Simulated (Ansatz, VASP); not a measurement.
**One calculation of CaSe, two programs**

```xyz
2
Lattice="2.4311 -2.6587 0.0000 2.4311 2.6587 0.0000 0.0000 0.0000 3.6162" Properties=species:S:1:pos:R:3 pbc="T T T"
Ca    0.0000    0.0000    0.0000
Se    2.4311    0.0000    1.8081
```

Alike in both runs: task relaxation of cell and atoms; functional PBE; dispersion D3(BJ); k mesh 6 × 6 × 6; occupations gaussian, width 0.1 eV; no spin polarisation.

|  | VASP | Ansatz |
| --- | --- | --- |
| version | VASP 6.6.1 | Ansatz 0.2.0 |
| potentials or method | VASP PAW PBE potentials, release 64 (Ca_sv, Se), cutoff 600 eV | scalar-relativistic, plane waves, PAW |
| valence electrons in the cell | 16 | 26 |

```tsv
	VASP	Ansatz	Ansatz less VASP
gap on the k mesh at the Fermi level, each at its own relaxed structure (eV)	0.75	0.76	+0.004
relaxed volume (Å³/atom)	23.40	23.32	-0.087
relaxed length of the cell vector where the two differ most in proportion (Å)	3.609	3.604	-0.0051
```

VASP's potentials hold 16 valence electrons a cell and Ansatz's 26, so a difference there can come from the potentials and not from the codes.
